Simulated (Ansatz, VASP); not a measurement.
**GePt in VASP and in Ansatz**

```
Ge Pt
1.0
     3.73769    0.00000    0.00000
     0.00000    3.73769    0.00000
     0.00000    0.00000    4.72289
Ge Pt
2 2
Direct
  0.00000 0.50000 0.23510
  0.50000 0.00000 0.76490
  0.00000 0.00000 0.00000
  0.50000 0.50000 0.00000
```

Alike in both runs: task single point; functional PBE; k mesh 6 × 6 × 4; occupations gaussian, width 0.1 eV; no spin polarisation.

|  | VASP | Ansatz |
| --- | --- | --- |
| version | VASP 6.6.1 | Ansatz 0.2.0 |
| potentials or method | VASP PAW PBE potentials, release 64 (Ge_d, Pt), cutoff 520 eV | scalar-relativistic, plane waves, PAW |
| valence electrons in the cell | 48 | 64 |

Ansatz gave:

| Property | Result |
| --- | --- |
| gap on the k mesh at the Fermi level (eV) | none |
| rms of the force components (eV/Å) | 5.142 |

**Question.** Which values does VASP return?

**Answer.** gap on the k mesh at the Fermi level (eV): none; rms of the force components (eV/Å): 5.222.

Atom by atom the forces differ by 0.079 eV/Å (rms over components). A gap of «none» marks a metal or a gap that the smearing closes. VASP's potentials hold 48 valence electrons a cell and Ansatz's 64, so a difference there can come from the potentials and not from the codes.

Spin-orbit coupling is off throughout.
